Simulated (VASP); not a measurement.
Wanted: the native input for a VASP 6.6.1 run.

| Property | Result |
| --- | --- |
| Task | relaxation of cell and atoms |
| Functional | PBE |
| Potentials or basis | VASP PAW PBE potentials, release 64 (Al, Ga_d, N) |
| Cutoff | 600 eV |
| k mesh | 12 × 12 × 2 |
| Occupations | gaussian, width 0.02 eV |
| Spin | no spin polarisation |
| Dipole correction | no |
| Further INCAR settings | ALGO = Normal; EDIFF = 1e-07; IBRION = 2; EDIFFG = -0.01; NSW = 100; ISIF = 3 |

The structure of Al5GaN6 lies in POSCAR:

```
Al5GaN6
1.0
    2.9016782807      0.0000000000      0.0000000000
   -1.4508391404      2.5129271047      0.0000000000
    0.0000000000      0.0000000000     14.2254999693
Al Ga N
5 1 6
Direct
    0.0000000000      0.0000000000      0.5000000000
    0.3333333333      0.6666666667      0.3350074995
    0.6666666667      0.3333333333      0.1699970337
    0.3333333333      0.6666666667      0.8300029663
    0.6666666667      0.3333333333      0.6649925005
    0.0000000000      0.0000000000      0.0000000000
    0.3333333333      0.6666666667      0.5824897036
    0.6666666667      0.3333333333      0.4175102964
    0.0000000000      0.0000000000      0.2525591857
    0.3333333333      0.6666666667      0.0889522166
    0.6666666667      0.3333333333      0.9110477834
    0.0000000000      0.0000000000      0.7474408143
```

These files were run (other wordings do the same):

INCAR

```
SYSTEM = Al5GaN6
  PREC = Accurate
  ENCUT = 600
  EDIFF = 1E-7
  ISMEAR = 0
  SIGMA = 0.02
  LREAL = .FALSE.
  LASPH = .TRUE.
  NELM = 60
  ALGO = Normal
  ISIF = 3
  LWAVE = .FALSE.
  LCHARG = .FALSE.
  GGA = PE
  IBRION = 2
  NSW = 100
  EDIFFG = -0.01
```

KPOINTS

```
regular mesh
0
G
  12 12 2
  0 0 0
```

Potentials or basis: VASP PAW PBE potentials, release 64 (Al, Ga_d, N).

Command:

```console
$ cat potpaw_PBE.64/Al/POTCAR potpaw_PBE.64/Ga_d/POTCAR potpaw_PBE.64/N/POTCAR > POTCAR
$ mpirun -np 1 vasp_std > vasp.out
```

Results of the run:

```
Relaxed volume                         : 8.64 Å³/atom
Relaxed cell                           : a = 2.901 Å, b = 2.901 Å, c = 14.224 Å, α = 90.00°, β = 90.00°, γ = 120.00°
Space group after relaxing (to 0.05 Å) : P-3m1 (No. 164)
Energy gained by relaxing              : 0.0 meV/atom
Ionic steps                            : 6
Pressure after relaxing                : 0.0 GPa
Largest force after relaxing           : 0.005 eV/Å
Band gap on the k mesh                 : 3.11 eV, indirect (least direct gap 3.88 eV)
```

Wall time 4.3 min on 1 thread of Intel(R) Xeon(R) 6975P-C (Granite Rapids), on a shared host, peak memory 0.35 GiB.
